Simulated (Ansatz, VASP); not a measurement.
# One calculation of Pb, two programs

Contents of INCAR:

```
SYSTEM = Pb
ALGO = Normal ; EDIFF = 1E-6
ENCUT = 520 ; GGA = PS
GGA_COMPAT = .False. ; ISIF = 2
ISMEAR = -1 ; LASPH = .True.
LCHARG = .False. ; LNONCOLLINEAR = .True.
LORBIT = 11 ; LORBMOM = .True.
LREAL = .False. ; LSORBIT = .True.
LWAVE = .False. ; MAGMOM = 0 0 0 0 0 0
NBANDS = 40 ; NELM = 150
PREC = Accurate ; SIGMA = 0.05
```

File KPOINTS:

```
k-points
0
Gamma
  14 14 8
  0 0 0
```

POSCAR

```
Pb
1.0
    3.4562410673      0.0000000000      0.0000000000
   -1.7281205336      2.9931925659      0.0000000000
    0.0000000000      0.0000000000      5.7617025222
Pb
2
Direct
    0.3333333333      0.6666666667      0.2500000000
    0.6666666667      0.3333333333      0.7500000000
```

Input for Ansatz:

```yaml
crystal:
  lattice:
    - [3.45624106729, 0.0, 0.0]
    - [-1.72812053365, 2.99319256587, 0.0]
    - [0.0, 0.0, 5.76170252223]
  atoms:
    - { symbol: Pb, position: [0.333333333333, 0.666666666667, 0.25] }
    - { symbol: Pb, position: [0.666666666667, 0.333333333333, 0.75] }
kpoints:
  mp_grid: { grid: [14, 14, 8] }
scf:
  occupations: { method: fermi_dirac, width: 0.05 }
hamiltonian:
  xc: pbesol
  pseudopotentials: { kind: all_electron, lapw: { basis_error: 0.001 } }
magnetization:
  noncollinear: true
  spin_orbit: true
output:
  forces: true
  stress: true
  eigenvalues: true
  eigenstates:
    nscf_kmesh: { grid: [14, 14, 8] }
    de_dk: true
    e_range: [-14, 14]
  optics:
    e_range: [0, 20]
    de: 0.2
    sigma: 0.25
    bands: { spectra_wanted_up_to: 20 }
    nscf_kmesh: { grid: [14, 14, 8] }
    drude_damping: 0.2
checkpoint:
  write: ck
  write_wavefunctions: false
```

Alike in both runs: task single point; functional PBEsol; k mesh 14 × 14 × 8; occupations fermi-dirac, width 0.05 eV; non-collinear spin, spin-orbit coupling.

|  | VASP | Ansatz |
| --- | --- | --- |
| version | VASP 6.6.1 | Ansatz 0.2.0 |
| potentials or method | VASP PAW PBE potentials, release 64 (Pb_d), cutoff 520 eV | all-electron LAPW |

|  | VASP | Ansatz | Ansatz less VASP |
| --- | --- | --- | --- |
| pressure (GPa) | 0.2 | 0.2 | +0.03 |
| traceless stress, the component that is largest in VASP (GPa) | -0.44 | -0.49 | -0.057 |

VASP's potentials were made for PBE, not for PBEsol. Ansatz ran all-electron here, and VASP with PAW potentials. Ansatz's warnings: optics on partly filled bands.
